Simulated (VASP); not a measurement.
Runs of VASP 6.6.1 on Ba2CaBe2. The structure is tetragonal, space group P4/nmm (No. 129). Conventional cell: a = 4.628 Å, b = 4.628 Å, c = 11.420 Å, α = 90.00°, β = 90.00°, γ = 90.00°. Ba (site symmetry 4mm) has 5 Be at 2.76 to 2.97 Å and 4 Ca at 3.53 Å within 3.6 Å. Ba (site symmetry -4m2) has 4 Be at 2.62 Å and 4 Ba at 3.27 Å within 3.5 Å. Within 4.7 Å of Ca (site symmetry 4mm) lie 9 Ba at 3.53 to 4.35 Å and 9 Be at 3.66 to 4.10 Å and 4 Ca at 4.63 Å. Within 3.5 Å of Be (site symmetry 4mm) lie 5 Ba at 2.62 to 2.97 Å. Within 3.7 Å of Be (site symmetry -4m2) lie 4 Ba at 2.76 Å and 4 Be at 3.27 Å and 4 Ca at 3.67 Å. 

| level | spin | k mesh | gap on the mesh (eV) | pressure (GPa) | largest force (eV/Å) |
| --- | --- | --- | --- | --- | --- |
| PBE | off | 4 × 4 × 2 | none | 14.2 | 2.62 |
| revPBE | off | 4 × 4 × 2 | none | (a) | 2.64 |
| PBE+D3(BJ) | collinear | 4 × 4 × 2 | none | 12.2 | 2.64 |
| PBE | off | 5 × 5 × 2 | none | 13.7 | 2.69 |
| PBEsol | off | 4 × 4 × 2 | none | 12.2 | 2.56 |

Alike in all rows: task single point; potentials or basis VASP PAW PBE potentials, release 64 (Ba_sv, Ca_sv, Be); cell as given; cutoff (eV) 520; smearing gaussian 0.013 eV.

Fill in the values left out.

(a) 15.4.

Caveats: the cell stands under pressure; spin-orbit coupling is left out, which moves the levels of the heavy elements; forces of over 1 eV/Å act on the atoms, so gaps and moduli don't describe the material at rest (at least some runs); the PAW data sets were made with another functional, which shifts forces and pressure a little (at least some runs); three body term missing (at least some runs).

A k mesh can miss the band edges, and the runs leave out spin-orbit coupling on Ba.

A gap of «none» marks levels without a gap at the run's occupations.
